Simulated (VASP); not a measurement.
# Cl (Cmce) in VASP: single point with PBE

Aim: the single point of Cl with PBE.

Program: VASP 6.6.1. These are calculated values, not measurements. Logs are shortened: lines on timing, memory, paths and dates and some standing lists are left out, and cuts for length are marked.

### 1 The cell of the first run

It takes space group Cmce (No. 64, orthorhombic). The conventional cell has a = 7.900 Å, b = 4.300 Å, c = 8.329 Å, α = 90.00°, β = 90.00°, γ = 90.00°. Cl (site symmetry m) has 1 Cl at 2.03 Å within 2.7 Å.

### 2 Single point, PBE

Input file INCAR:

```
  PREC = Accurate
  ENCUT = 500
  EDIFF = 1E-6
  ISMEAR = 1
  SIGMA = 0.05
  LREAL = False
  LASPH = True
  NELM = 120
  ALGO = Normal
  ISIF = 2
  LWAVE = False
  LCHARG = True
  GGA = PE
  LELF = True
  LVHAR = True
  NBANDS = 22
  GGA_COMPAT = False
```

Input file KPOINTS:

```
regular mesh
0
Gamma
  13 13 6
```

Input file POSCAR:

```
Cl
1.0
    3.9499447596     -2.1498073953      0.0000000000
    3.9499447596      2.1498073953      0.0000000000
    0.0000000000      0.0000000000      8.3292698896
Cl
4
Direct
    0.8862043646      0.1137956354      0.1064959058
    0.6137956354      0.3862043646      0.6064959058
    0.1137956354      0.8862043646      0.8935040942
    0.3862043646      0.6137956354      0.3935040942
```

Potentials or basis: VASP PAW PBE potentials, release 64 (Cl).

Started as:

```console
> cat potpaw_PBE.64/Cl/POTCAR > POTCAR
> mpirun -np 1 vasp_std > vasp.out
```

OUTCAR:

```text
PREC = Accurate
   ENCUT = 500
   EDIFF = 1E-6
   ISMEAR = 1
   LREAL = False
   LASPH = True
   NELM = 120
   ISIF = 2
   GGA = PE

 ion  position               nearest neighbor table
   1  0.886  0.114  0.106-   3 2.03
   2  0.614  0.386  0.606-   4 2.03
   3  0.114  0.886  0.894-   1 2.03
   4  0.386  0.614  0.394-   2 2.03

  LATTYP: Found a base centered orthorhombic cell.
 ALAT       =     4.2996147906
 B/A-ratio  =     1.8373482053
 C/A-ratio  =     1.9372130517

  Lattice vectors:

 A1 = (  -3.9499447596,  -2.1498073953,   0.0000000000)
 A2 = (   3.9499447596,  -2.1498073953,   0.0000000000)
 A3 = (   0.0000000000,   0.0000000000,   8.3292698896)

Analysis of symmetry for initial positions (statically):
=====================================================================
 Subroutine PRICEL returns:
 Original cell was already a primitive cell.

 Routine SETGRP: Setting up the symmetry group for a
 base centered orthorhombic supercell.

 Subroutine GETGRP returns: Found  8 space group operations
 (whereof  4 operations were pure point group operations)
 out of a pool of  8 trial point group operations.

The static configuration has the point symmetry C_2h.
 The point group associated with its full space group is D_2h.

Analysis of symmetry for dynamics (positions and initial velocities):
=====================================================================
 Subroutine PRICEL returns:
 Original cell was already a primitive cell.

 Routine SETGRP: Setting up the symmetry group for a
 base centered orthorhombic supercell.

 Subroutine GETGRP returns: Found  8 space group operations
 (whereof  4 operations were pure point group operations)
 out of a pool of  8 trial point group operations.

The dynamic configuration has the point symmetry C_2h.
 The point group associated with its full space group is D_2h.

 Subroutine INISYM returns: Found  8 space group operations
 (whereof  4 operations are pure point group operations),
 and found     1 'primitive' translations

----------------------------------------------------------------------------------------

                                     Primitive cell

  volume of cell :     141.4580

  direct lattice vectors                    reciprocal lattice vectors
[... 89 lines left out ...]
   ENCUT  =  500.0 eV  36.75 Ry    6.06 a.u.   8.20  8.20 15.19*2*pi/ulx,y,z
   NELM   =    120;   NELMIN=  2; NELMDL= -5     # of ELM steps
   EDIFF  = 0.1E-05   stopping-criterion for ELM
   LREAL  =      F    real-space projection
   EDIFFG = 0.1E-04   stopping-criterion for IOM
   NSW    =      0    number of steps for IOM
   IBRION =     -1    ionic relax: 0-MD 1-quasi-New 2-CG
   NFREE  =      0    steps in history (QN), initial steepest desc. (CG)
   ISIF   =      2    stress and relaxation
   ISYM   =      2    0-nonsym 1-usesym 2-fastsym
   POTIM  = 0.5000    time-step for ionic-motion
   TEBEG  =    0.0;   TEEND  =   0.0 temperature during run
   PSTRESS=    0.0 pullay stress
   NELECT =      28.0000    total number of electrons
   NUPDOWN=      -1.0000    fix difference up-down
   EMIN   =  10.00;   EMAX   =-10.00  energy-range for DOS
   EFERMI =   0.00;   METHOD = LEGACY
   ISMEAR =     1;   SIGMA  =   0.05  broadening in eV -4-tet -1-fermi 0-gaus
   EFERMI_NEDOS =   21; number of points for ismear=-14 and -15
   IALGO  =     38    algorithm
   IMIX   =      4    mixing-type and parameters
     AMIX     =   0.40;   BMIX     =  1.00
     AMIX_MAG =   1.60;   BMIX_MAG =  1.00
  volume/ion in A,a.u.               =      35.36       238.65
  Fermi-wavevector in a.u.,A,eV,Ry     =   0.954080  1.802951 12.384969  0.910270
  Thomas-Fermi vector in A             =   2.082794
   LORBIT       =      0    0 simple, 1 ext, 2 COOP (PROOUT), +10 PAW based schemes
   GGA     = PE    functional components
   LHFCALC =     F    Hartree Fock is set to
   AEXX    =    0.0000 exact exchange contribution
   IVDW    =     0    specifies the selected vdW correction
   LEPSILON=     F    determine dielectric tensor
   LRPA    =     F    only Hartree local field effects (RPA)
 non-spin polarized calculation
 Methfessel and Paxton  Order N= 1 SIGMA  =   0.05
  energy-cutoff  :      500.00
  volume of cell :      141.46
 maximum number of plane-waves:      3622
 NGX is ok and might be reduce to    36
   NGX = 17   NGY = 17   NGZ = 31

 number of electron      27.9999999 magnetization

 Free energy of the ion-electron system (eV)
  ---------------------------------------------------
  ext. energy  EPLUGINS =         0.00000000
  ---------------------------------------------------
  free energy    TOTEN  =        -7.39533290 eV

  energy without entropy =       -7.39589695  energy(sigma->0) =       -7.39552092

 E-fermi :  -1.8029     XC(G=0):  -6.8299

 val. band max:       -1.8117622841   @ k =   0.0000   0.0000   0.0000
 cond. band min:       0.5362560192   @ k =   0.0000   0.0000   0.0000
 fundamental gap:      2.3480183033
 Fermi energy:        -1.8029043815

 k-point     1 :       0.0000    0.0000    0.0000
  band No.  band energies     occupation
      1     -18.2740      2.00000
      2     -18.0454      2.00000
      3     -14.4918      2.00000
      4     -13.8627      2.00000
      5      -7.1671      2.00000
      6      -6.1834      2.00000
[... 589 lines left out ...]
     21       8.4892      0.00000
     22       8.9042      0.00000

 [... further k-points ...]

------------------------ aborting loop because EDIFF is reached ----------------------------------------

  FORCE on cell =-STRESS in cart. coord.  units (eV):
  Direction    XX          YY          ZZ          XY          YZ          ZX
  --------------------------------------------------------------------------------------
  -------------------------------------------------------------------------------------
  Total       -0.0464414     -0.1979275     -0.5637057      0.0000000      0.0000000      0.0000000
  in kB       -0.5260027     -2.2417603     -6.3846266      0.0000000      0.0000000      0.0000000
  external PRESSURE =      -3.0507965 kB  Pullay stress =       0.0000000 kB

 VOLUME and BASIS-vectors are now :
 -----------------------------------------------------------------------------
  energy-cutoff  :      500.00
  volume of cell :      141.46
      direct lattice vectors                 reciprocal lattice vectors
     3.949944760 -2.149807395  0.000000000     0.126584049 -0.232578975  0.000000000
     3.949944760  2.149807395  0.000000000     0.126584049  0.232578975  0.000000000
     0.000000000  0.000000000  8.329269890     0.000000000  0.000000000  0.120058542

 POSITION                                       TOTAL-FORCE (eV/Angst)
 -----------------------------------------------------------------------------------
      3.94994     -1.66053      0.88703         0.000000     -0.083949     -0.157351
      3.94994     -0.48928      5.05167         0.000000      0.083949     -0.157351
      3.94994      1.66053      7.44224         0.000000      0.083949      0.157351
      3.94994      0.48928      3.27760         0.000000     -0.083949      0.157351
 -----------------------------------------------------------------------------------
    total drift:                               -0.000000      0.000000      0.000000

  FREE ENERGIE OF THE ION-ELECTRON SYSTEM (eV)
  ---------------------------------------------------
  free  energy   TOTEN  =        -7.3953328999 eV

  energy  without entropy=       -7.3958969511  energy(sigma->0) =       -7.39552092
```

stdout:

```text
POSCAR found type information on POSCAR Cl
 POSCAR found :  1 types and       4 ions
 scaLAPACK will be used
 LDA part: xc-table for (Slater+PW92), standard interpolation
 POSCAR, INCAR and KPOINTS ok, starting setup
 FFT: planning ... GRIDC
 FFT: planning ... GRID_SOFT
 FFT: planning ... GRID
 WAVECAR not read
 entering main loop
```

Wall time 9.7 min (1 thread of Oxide Virtual Turin-like, shared host); peak memory 0.5 GiB.

Results:

| Quantity | Value |
| --- | --- |
| Free energy | -7.3953 eV |
| Pressure | -0.3 GPa |
| Largest force | 0.178 eV/Å |
| Band gap on the k mesh | 2.35 eV |

Forces on the atoms (eV/Å):
```
Cl   0.000 -0.084 -0.157
Cl   0.000  0.084 -0.157
Cl   0.000  0.084  0.157
Cl   0.000 -0.084  0.157
```

Stress tensor (GPa, compression positive):
```
-0.05  0.00  0.00
 0.00 -0.22  0.00
 0.00  0.00 -0.64
```

Caveat: this functional lacks dispersion, which holds the molecules together, so the pressure and a relaxed volume are unreliable. A k mesh can miss the band edges.
